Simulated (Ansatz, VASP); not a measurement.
Pt: VASP beside Ansatz

File INCAR:

```
ALGO     = Normal         # electronic algorithm
EDIFF    = 1E-6           # SCF threshold, eV
ENCUT    = 520            # plane-wave cutoff, eV
GGA      = PS             # functional
ISIF     = 2              # what is computed and relaxed
ISMEAR   = -1             # smearing method
LASPH    = T              # aspherical terms in the spheres
LCHARG   = F              # write CHGCAR
LREAL    = F              # projectors in reciprocal space
LWAVE    = F              # write WAVECAR
NBANDS   = 17             # bands
NELM     = 100            # most SCF steps
PREC     = Accurate       # precision mode
SIGMA    = 0.1            # smearing width, eV
```

Contents of KPOINTS:

```
k-points
0
Gamma
  14 14 7
```

POSCAR

```
Pt
1.0
    2.7606700000      0.0000000000      0.0000000000
   -1.3803300000      2.3908100000      0.0000000000
    0.0000000000      0.0000000000      4.7921300000
Pt
2
Direct
    0.6666666667      0.3333333333      0.7500000000
    0.3333333333      0.6666666667      0.2500000000
```

Input for Ansatz:

```yaml
crystal:
  lattice:
    - [2.76067, 0.0, 0.0]
    - [-1.38033, 2.39081, 0.0]
    - [0.0, 0.0, 4.79213]
  atoms:
    - { symbol: Pt, position: [0.6666666666666666, 0.3333333333333333, 0.75] }
    - { symbol: Pt, position: [0.3333333333333333, 0.6666666666666666, 0.25] }
kpoints:
  mp_grid:
    grid: [14, 14, 7]
    shift: [0.0, 0.0, 0.0]
hamiltonian:
  xc: pbesol
  pseudopotentials:
    kind: all_electron
    lapw: {}
scf:
  occupations:
    method: fermi_dirac
output:
  forces: true
  stress: true
  eigenvalues: true
```

Alike in both runs: task single point; functional PBEsol; k mesh 14 × 14 × 7; no spin polarisation.

|  | VASP | Ansatz |
| --- | --- | --- |
| version | VASP 6.6.1 | Ansatz 0.2.0 |
| potentials or method | VASP PAW PBE potentials, release 64 (Pt), cutoff 520 eV | all-electron (LAPW or listed datasets) |
| occupations | fermi-dirac, width 0.1 eV | fermi-dirac |

Ansatz gave:

| Quantity | Value |
| --- | --- |
| gap on the k mesh at the Fermi level (eV) | none |
| pressure (GPa) | -10.6 |
| traceless stress, the component that is largest in VASP (GPa) | -0.90 |

Task: What did VASP give for the same quantities?

Result: gap on the k mesh at the Fermi level (eV): none; pressure (GPa): -11.0; traceless stress, the component that is largest in VASP (GPa): -1.03.

VASP's potentials were made for PBE, not for PBEsol. A gap of «none» marks a metal or a gap that the smearing closes. Ansatz ran all-electron here, and VASP with PAW potentials.

Spin-orbit coupling is off throughout.
